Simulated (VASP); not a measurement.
# NaF (Villiaumite) (Fm-3m) in VASP: notebook

The runs below take NaF (Villiaumite) through single point, with LDA.

Program: VASP 6.6.1. These are calculated values, not measurements. Logs are shortened: lines on timing, memory, paths and dates and some standing lists are left out, and cuts for length are marked.

### 1 The cell of the first run

The structure is cubic, space group Fm-3m (No. 225). Conventional cell: a = 4.701 Å, b = 4.701 Å, c = 4.701 Å, α = 90.00°, β = 90.00°, γ = 90.00°. Na (site symmetry m-3m) has 6 F at 2.35 Å within 3.1 Å. F (site symmetry m-3m) has 6 Na at 2.35 Å within 3.1 Å.

### 2 Single point, LDA

INCAR

```
  PREC = Accurate
  ENCUT = 520
  EDIFF = 1E-7
  ISMEAR = -1
  SIGMA = 0.05
  LREAL = False
  LASPH = True
  NELM = 80
  ALGO = Normal
  ISIF = 2
  LWAVE = False
  LCHARG = True
  GGA = CA
  LELF = True
  LVHAR = True
  NBANDS = 14
```

KPOINTS

```
regular mesh
0
Gamma
  8 8 8
```

POSCAR

```
NaF
1.0
    0.0000000000      2.3505298169      2.3505298169
    2.3505298169      0.0000000000      2.3505298169
    2.3505298169      2.3505298169      0.0000000000
Na F
1 1
Direct
    0.0000000000      0.0000000000      0.0000000000
    0.5000000000      0.5000000000      0.5000000000
```

Potentials or basis: VASP PAW LDA potentials, release 64 (Na_pv, F).

The run is started by

```bash
$ cat potpaw_LDA.64/Na_pv/POTCAR potpaw_LDA.64/F/POTCAR > POTCAR
$ mpirun -np 1 vasp_std > vasp.out
```

OUTCAR:

```text
PREC = Accurate
   ENCUT = 520
   EDIFF = 1E-7
   ISMEAR = -1
   LREAL = False
   LASPH = True
   NELM = 80
   ISIF = 2
   GGA = CA

 ion  position               nearest neighbor table
   1  0.000  0.000  0.000-
   2  0.500  0.500  0.500-

  LATTYP: Found a face centered cubic cell.
 ALAT       =     4.7010596338

  Lattice vectors:

 A1 = (   0.0000000000,   2.3505298169,   2.3505298169)
 A2 = (   2.3505298169,   0.0000000000,   2.3505298169)
 A3 = (   2.3505298169,   2.3505298169,   0.0000000000)

Analysis of symmetry for initial positions (statically):
=====================================================================
 Subroutine PRICEL returns:
 Original cell was already a primitive cell.

 Routine SETGRP: Setting up the symmetry group for a
 face centered cubic supercell.

 Subroutine GETGRP returns: Found 48 space group operations
 (whereof 48 operations were pure point group operations)
 out of a pool of 48 trial point group operations.

The static configuration has the point symmetry O_h .

Analysis of symmetry for dynamics (positions and initial velocities):
=====================================================================
 Subroutine PRICEL returns:
 Original cell was already a primitive cell.

 Routine SETGRP: Setting up the symmetry group for a
 face centered cubic supercell.

 Subroutine GETGRP returns: Found 48 space group operations
 (whereof 48 operations were pure point group operations)
 out of a pool of 48 trial point group operations.

The dynamic configuration has the point symmetry O_h .

 Subroutine INISYM returns: Found 48 space group operations
 (whereof 48 operations are pure point group operations),
 and found     1 'primitive' translations

----------------------------------------------------------------------------------------

                                     Primitive cell

  volume of cell :      25.9733

  direct lattice vectors                    reciprocal lattice vectors
     0.000000000  2.350529817  2.350529817    -0.212717999  0.212717999  0.212717999
     2.350529817  0.000000000  2.350529817     0.212717999 -0.212717999  0.212717999
     2.350529817  2.350529817  0.000000000     0.212717999  0.212717999 -0.212717999

  length of vectors
     3.324151146  3.324151146  3.324151146     0.368438383  0.368438383  0.368438383

  position of ions in fractional coordinates (direct lattice)
     0.000000000  0.000000000  0.000000000
     0.500000000  0.500000000  0.500000000

  ion indices of the primitive-cell ions
   primitive index   ion index
                 1           1
                 2           2

----------------------------------------------------------------------------------------

 KPOINTS: regular mesh

Automatic generation of k-mesh.
 Grid dimensions read from file:
 generate k-points for:    8    8    8

 Generating k-lattice:

  Cartesian coordinates                     Fractional coordinates (reciprocal lattice)
    -0.026589750  0.026589750  0.026589750     0.125000000  0.000000000  0.000000000
     0.026589750 -0.026589750  0.026589750     0.000000000  0.125000000  0.000000000
     0.026589750  0.026589750 -0.026589750     0.000000000  0.000000000  0.125000000

  Length of vectors
     0.046054798  0.046054798  0.046054798

  Shift w.r.t. Gamma in fractional coordinates (k-lattice)
     0.000000000  0.000000000  0.000000000

 Subroutine IBZKPT returns following result:
 ===========================================

 Found     29 irreducible k-points:

 Following reciprocal coordinates:
            Coordinates               Weight
  0.000000  0.000000  0.000000      1.000000
  0.125000  0.000000  0.000000      8.000000
  0.250000  0.000000  0.000000      8.000000
  0.375000  0.000000  0.000000      8.000000
  0.500000  0.000000  0.000000      4.000000
  0.125000  0.125000  0.000000      6.000000
[... 16 lines left out ...]
  0.500000  0.250000  0.125000     48.000000
 -0.375000  0.250000  0.125000     24.000000
 [... further k-points ...]
   k-points           NKPTS =     29   k-points in BZ     NKDIM =     29   number of bands    NBANDS=     14
   number of dos      NEDOS =    301   number of ions     NIONS =      2
   total plane-waves  NPLWV =  21952
   dimension x,y,z NGX =    28 NGY =   28 NGZ =   28
   dimension x,y,z NGXF=    56 NGYF=   56 NGZF=   56
   ions per type =               1   1
   NGX,Y,Z   is equivalent  to a cutoff of  14.00, 14.00, 14.00 a.u.
   NGXF,Y,Z  is equivalent  to a cutoff of  28.01, 28.01, 28.01 a.u.
 SYSTEM =  unknown system
   PREC   = accura    normal or accurate (medium, high low for compatibility)
   ISTART =      0    job   : 0-new  1-cont  2-samecut
   ICHARG =      2    charge: 1-file 2-atom 10-const
   ISPIN  =      1    spin polarized calculation?
   LNONCOLLINEAR =      F non collinear calculations
   LSORBIT =      F    spin-orbit coupling
   LASPH  =      T    aspherical Exc in radial PAW
   ENCUT  =  520.0 eV  38.22 Ry    6.18 a.u.   6.18  6.18  6.18*2*pi/ulx,y,z
   NELM   =     80;   NELMIN=  2; NELMDL= -5     # of ELM steps
   EDIFF  = 0.1E-06   stopping-criterion for ELM
   LREAL  =      F    real-space projection
   EDIFFG = 0.1E-05   stopping-criterion for IOM
   NSW    =      0    number of steps for IOM
   IBRION =     -1    ionic relax: 0-MD 1-quasi-New 2-CG
   NFREE  =      0    steps in history (QN), initial steepest desc. (CG)
   ISIF   =      2    stress and relaxation
   ISYM   =      2    0-nonsym 1-usesym 2-fastsym
   POTIM  = 0.5000    time-step for ionic-motion
   TEBEG  =    0.0;   TEEND  =   0.0 temperature during run
   PSTRESS=    0.0 pullay stress
   NELECT =      14.0000    total number of electrons
   NUPDOWN=      -1.0000    fix difference up-down
   EMIN   =  10.00;   EMAX   =-10.00  energy-range for DOS
   EFERMI =   0.00;   METHOD = LEGACY
   ISMEAR =    -1;   SIGMA  =   0.05  broadening in eV -4-tet -1-fermi 0-gaus
   EFERMI_NEDOS =   21; number of points for ismear=-14 and -15
   IALGO  =     38    algorithm
   IMIX   =      4    mixing-type and parameters
     AMIX     =   0.40;   BMIX     =  1.00
     AMIX_MAG =   1.60;   BMIX_MAG =  1.00
  volume/ion in A,a.u.               =      12.99        87.64
  Fermi-wavevector in a.u.,A,eV,Ry     =   1.332320  2.517719 24.151368  1.775075
  Thomas-Fermi vector in A             =   2.461263
   LORBIT       =      0    0 simple, 1 ext, 2 COOP (PROOUT), +10 PAW based schemes
   GGA     = CA    functional components
   LHFCALC =     F    Hartree Fock is set to
   AEXX    =    0.0000 exact exchange contribution
   IVDW    =     0    specifies the selected vdW correction
   LEPSILON=     F    determine dielectric tensor
   LRPA    =     F    only Hartree local field effects (RPA)
 non-spin polarized calculation
  energy-cutoff  :      520.00
  volume of cell :       25.97
 maximum number of plane-waves:       725
 NGX is ok and might be reduce to    28
   NGX = 13   NGY = 13   NGZ = 13

 number of electron      14.0000001 magnetization

 Free energy of the ion-electron system (eV)
  ---------------------------------------------------
  ext. energy  EPLUGINS =         0.00000000
  ---------------------------------------------------
  free energy    TOTEN  =        -9.27132523 eV

  energy without entropy =       -9.27132523  energy(sigma->0) =       -9.27132523

 E-fermi :  -1.5392     XC(G=0):  -9.7294

 val. band max:       -2.6916402952   @ k =   0.0000   0.0000   0.0000
 cond. band min:       3.0435128407   @ k =   0.0000   0.0000   0.0000
 fundamental gap:      5.7351531359
 Fermi energy:        -1.5391558650

 k-point     1 :       0.0000    0.0000    0.0000
  band No.  band energies     occupation
      1     -21.5797      2.00000
      2     -21.5797      2.00000
      3     -21.5797      2.00000
      4     -21.3809      2.00000
      5      -2.6916      2.00000
      6      -2.6916      2.00000
      7      -2.6916      2.00000
      8       3.0435      0.00000
      9      15.5458      0.00000
     10      15.5458      0.00000
     11      15.5458      0.00000
     12      18.2678      0.00000
     13      20.4486      0.00000
     14      20.4486      0.00000

 k-point     2 :       0.1250    0.0000    0.0000
  band No.  band energies     occupation
      1     -21.7900      2.00000
      2     -21.5814      2.00000
      3     -21.5814      2.00000
      4     -21.1500      2.00000
      5      -2.9884      2.00000
      6      -2.7281      2.00000
      7      -2.7281      2.00000
      8       3.5824      0.00000
      9      13.8219      0.00000
     10      15.7653      0.00000
     11      15.7653      0.00000
     12      19.8285      0.00000
     13      19.8285      0.00000
     14      20.0702      0.00000

 k-point     3 :       0.2500    0.0000    0.0000
  band No.  band energies     occupation
      1     -22.0181      2.00000
      2     -21.5855      2.00000
      3     -21.5855      2.00000
      4     -20.8732      2.00000
      5      -3.5835      2.00000
      6      -2.8149      2.00000
      7      -2.8149      2.00000
      8       4.8719      0.00000
      9      11.7439      0.00000
     10      16.2342      0.00000
     11      16.2342      0.00000
     12      19.1505      0.00000
     13      19.1505      0.00000
     14      20.5743      0.00000

 k-point     4 :       0.3750    0.0000    0.0000
  band No.  band energies     occupation
      1     -22.1665      2.00000
      2     -21.5896      2.00000
      3     -21.5896      2.00000
      4     -20.6752      2.00000
      5      -4.0759      2.00000
      6      -2.9001      2.00000
      7      -2.9001      2.00000
      8       6.4037      0.00000
      9      10.0624      0.00000
     10      16.4963      0.00000
     11      16.4963      0.00000
     12      19.1090      0.00000
     13      19.1090      0.00000
     14      20.1522      0.00000

 k-point     5 :       0.5000    0.0000    0.0000
  band No.  band energies     occupation
      1     -22.2177      2.00000
      2     -21.5913      2.00000
      3     -21.5913      2.00000
      4     -20.6035      2.00000
      5      -4.2601      2.00000
      6      -2.9349      2.00000
      7      -2.9349      2.00000
      8       7.4372      0.00000
      9       9.0496      0.00000
     10      16.5183      0.00000
     11      16.5183      0.00000
[... 276 lines left out ...]
 k-point    22 :       0.3750    0.2500    0.1250
  band No.  band energies     occupation
      1     -22.0105      2.00000
      2     -21.6132      2.00000
      3     -21.5931      2.00000
      4     -20.8418      2.00000
      5      -3.7159      2.00000
      6      -3.0072      2.00000
      7      -2.8967      2.00000
      8       5.8658      0.00000
      9      11.2123      0.00000
     10      14.7351      0.00000
     11      16.3492      0.00000
     12      16.8995      0.00000
     13      20.6630      0.00000
     14      23.4070      0.00000

 k-point    23 :       0.5000    0.2500    0.1250
  band No.  band energies     occupation
      1     -22.0579      2.00000
      2     -21.6270      2.00000
      3     -21.6018      2.00000
      4     -20.7562      2.00000
      5      -3.9139      2.00000
      6      -3.1838      2.00000
      7      -2.9804      2.00000
      8       7.3022      0.00000
      9      10.2028      0.00000
     10      13.8519      0.00000
     11      15.6737      0.00000
     12      17.9975      0.00000
     13      19.9847      0.00000
     14      23.9614      0.00000

 k-point    24 :      -0.3750    0.2500    0.1250
  band No.  band energies     occupation
      1     -22.0753      2.00000
      2     -21.6300      2.00000
      3     -21.6081      2.00000
      4     -20.7231      2.00000
      5      -3.9838      2.00000
      6      -3.2592      2.00000
      7      -3.0180      2.00000
      8       8.4214      0.00000
      9       9.3019      0.00000
     10      13.5752      0.00000
     11      15.3780      0.00000
     12      18.5734      0.00000
     13      19.5666      0.00000
     14      24.1714      0.00000

 [... further k-points ...]

------------------------ aborting loop because EDIFF is reached ----------------------------------------

  FORCE on cell =-STRESS in cart. coord.  units (eV):
  Direction    XX          YY          ZZ          XY          YZ          ZX
  --------------------------------------------------------------------------------------
  -------------------------------------------------------------------------------------
  Total       -0.9627280     -0.9627280     -0.9627280     -0.0000000      0.0000000      0.0000000
  in kB      -59.3863840    -59.3863840    -59.3863840     -0.0000000      0.0000000      0.0000000
  external PRESSURE =     -59.3863840 kB  Pullay stress =       0.0000000 kB

 VOLUME and BASIS-vectors are now :
 -----------------------------------------------------------------------------
  energy-cutoff  :      520.00
  volume of cell :       25.97
      direct lattice vectors                 reciprocal lattice vectors
     0.000000000  2.350529817  2.350529817    -0.212717999  0.212717999  0.212717999
     2.350529817  0.000000000  2.350529817     0.212717999 -0.212717999  0.212717999
     2.350529817  2.350529817  0.000000000     0.212717999  0.212717999 -0.212717999

 POSITION                                       TOTAL-FORCE (eV/Angst)
 -----------------------------------------------------------------------------------
      0.00000      0.00000      0.00000        -0.000000      0.000000      0.000000
      2.35053      2.35053      2.35053         0.000000     -0.000000     -0.000000
 -----------------------------------------------------------------------------------
    total drift:                                0.000000      0.000000      0.000000

  FREE ENERGIE OF THE ION-ELECTRON SYSTEM (eV)
  ---------------------------------------------------
  free  energy   TOTEN  =        -9.2713252313 eV

  energy  without entropy=       -9.2713252313  energy(sigma->0) =       -9.27132523
```

Run time: 24 s. Hardware: 1 thread of AMD EPYC 7R13, shared host; peak memory 0.14 GiB.

Results:

| Quantity | Value |
| --- | --- |
| Free energy | -9.2713 eV |
| Pressure | -5.9 GPa |
| Band gap on the k mesh | 5.74 eV, direct |

### 3 Single point, LDA

This run uses another cell than the first one, of 13.24 Å³/atom, 1.019 times its volume.

INCAR

```
ALGO = Normal
EDIFF = 1E-7
ENCUT = 520
GGA = CA
ISIF = 2
ISMEAR = -1
LASPH = T
LCHARG = F
LREAL = F
LWAVE = F
NBANDS = 14
NELM = 60
PREC = Accurate
SIGMA = 0.05
```

KPOINTS

```
k-points
0
Gamma
  8 8 8
```

POSCAR

```
NaF
1.0
    0.0000000000      2.3655017480      2.3655017480
    2.3655017480      0.0000000000      2.3655017480
    2.3655017480      2.3655017480      0.0000000000
Na F
1 1
Direct
    0.0000000000      0.0000000000      0.0000000000
    0.5000000000      0.5000000000      0.5000000000
```

Potentials or basis: VASP PAW LDA potentials, release 64 (Na_pv, F).

The run is started by

```bash
$ cat potpaw_LDA.64/Na_pv/POTCAR potpaw_LDA.64/F/POTCAR > POTCAR
$ mpirun -np 1 vasp_std > vasp.out
```

OUTCAR:

```text
EDIFF = 1E-7
   ENCUT = 520
   GGA = CA
   ISIF = 2
   ISMEAR = -1
   LASPH = T
   LREAL = F
   NELM = 60
   PREC = Accurate

 ion  position               nearest neighbor table
   1  0.000  0.000  0.000-
   2  0.500  0.500  0.500-

  LATTYP: Found a face centered cubic cell.
 ALAT       =     4.7310034960

  Lattice vectors:

 A1 = (   0.0000000000,   2.3655017480,   2.3655017480)
[... 581 lines left out ...]
      5      -4.0265      2.00000
      6      -3.3192      2.00000
      7      -3.0829      2.00000
      8       8.2273      0.00000
      9       9.0814      0.00000
     10      13.3103      0.00000
     11      15.0927      0.00000
     12      18.2911      0.00000
     13      19.2683      0.00000
     14      23.8064      0.00000

 [... further k-points ...]
[... 5 lines left out ...]
  --------------------------------------------------------------------------------------
  -------------------------------------------------------------------------------------
  Total       -1.0766049     -1.0766049     -1.0766049      0.0000000      0.0000000      0.0000000
  in kB      -65.1579039    -65.1579039    -65.1579039      0.0000000      0.0000000      0.0000000
  external PRESSURE =     -65.1579039 kB  Pullay stress =       0.0000000 kB

 VOLUME and BASIS-vectors are now :
 -----------------------------------------------------------------------------
  energy-cutoff  :      520.00
  volume of cell :       26.47
      direct lattice vectors                 reciprocal lattice vectors
     0.000000000  2.365501748  2.365501748    -0.211371647  0.211371647  0.211371647
     2.365501748  0.000000000  2.365501748     0.211371647 -0.211371647  0.211371647
     2.365501748  2.365501748  0.000000000     0.211371647  0.211371647 -0.211371647

 POSITION                                       TOTAL-FORCE (eV/Angst)
 -----------------------------------------------------------------------------------
      0.00000      0.00000      0.00000         0.000000      0.000000     -0.000000
      2.36550      2.36550      2.36550        -0.000000     -0.000000      0.000000
 -----------------------------------------------------------------------------------
    total drift:                                0.000000      0.000000      0.000000

  FREE ENERGIE OF THE ION-ELECTRON SYSTEM (eV)
  ---------------------------------------------------
  free  energy   TOTEN  =        -9.2526047953 eV

  energy  without entropy=       -9.2526047952  energy(sigma->0) =       -9.25260480
```

stdout:

```text
POSCAR found type information on POSCAR NaF
 POSCAR found :  2 types and       2 ions
 scaLAPACK will be used
 LDA part: xc-table for (Slater(with rela. corr.)+CA(PZ))
 , standard interpolation
 POSCAR, INCAR and KPOINTS ok, starting setup
 FFT: planning ... GRIDC
 FFT: planning ... GRID_SOFT
 FFT: planning ... GRID
 WAVECAR not read
 entering main loop
```

It took 23 s on 1 thread of AMD EPYC 7R13, shared host; peak memory 0.13 GiB.

Results:

```yaml
Free_energy: -9.2526 eV
Pressure: -6.5 GPa
Band_gap_on_the_k_mesh: 5.64 eV, direct
```

LDA gaps usually lie below the measured ones, often by a third to a half.
